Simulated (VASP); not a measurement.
A run of VASP 6.6.1 is set up as follows.

File INCAR:

```
  PREC = Accurate
  ENCUT = 520
  EDIFF = 1E-6
  ISMEAR = -1
  SIGMA = 0.05
  LREAL = Auto
  LASPH = True
  NELM = 80
  ALGO = Normal
  ISIF = 2
  LWAVE = False
  LCHARG = True
  GGA = PE
  LELF = True
  LVHAR = True
  NBANDS = 74
```

The input KPOINTS:

```
Automatic mesh
0
Gamma
  2 2 2
```

POSCAR

```
Ca8S7
1.0
    0.0000000000      5.6369920000      5.6369920000
    5.6369920000      0.0000000000      5.6369920000
    5.6369920000      5.6369920000      0.0000000000
Ca S
8 7
Direct
    0.0009362263     -0.0575589783      0.0557420518
    0.0003791029      0.0171612803      0.5179858336
   -0.0012103086      0.4812689995     -0.0178993513
    0.0009374681      0.5548704877      0.4433195044
    0.4991604565      0.0021986017     -0.0004547638
    0.4645245195      0.0171657153      0.5179923974
    0.5378965413      0.4812739667     -0.0178966903
    0.4991612548      0.4986719868      0.5030665291
    0.2532001110      0.2636388343      0.2300209048
   -0.0053784891      0.2549722441      0.7558487754
    0.2704453013      0.7509276224      0.2517974125
    0.2532004658      0.7291896103      0.7644672904
    0.7442791297      0.2370520483      0.2744480567
    0.7268882056      0.7509240744      0.2518034441
    0.7442773557      0.7736210199      0.7378838749
```

Potentials or basis: VASP PAW PBE potentials, release 64 (Ca_sv, S).

Command:

```bash
$ cat potpaw_PBE.64/Ca_sv/POTCAR potpaw_PBE.64/S/POTCAR > POTCAR
$ mpirun -np 1 vasp_std > vasp.out
```

**Question.** Predict the largest force.

**Answer.** 0.029 eV/Å.

**Question.** Estimate the band gap on the k mesh.

**Answer.** Zero (bands 61 and 62 overlap by 0.10 eV).

**Question.** Estimate the pressure.

**Answer.** 3.6 GPa.

Forces on the atoms (eV/Å):
```
Ca   0.020  0.009 -0.009
Ca   0.012 -0.001 -0.002
Ca   0.009  0.004  0.004
Ca   0.020 -0.009  0.009
Ca   0.000 -0.020  0.020
Ca   0.012  0.002  0.001
Ca   0.009 -0.004 -0.004
Ca   0.000  0.020 -0.020
S   -0.012 -0.002  0.002
S   -0.028 -0.001  0.001
S   -0.012  0.007  0.007
S   -0.011  0.001 -0.002
S   -0.003 -0.002  0.001
S   -0.012 -0.007 -0.007
S   -0.004  0.001 -0.001
```

Caveat: the k points lie up to 0.48 Å⁻¹ apart.
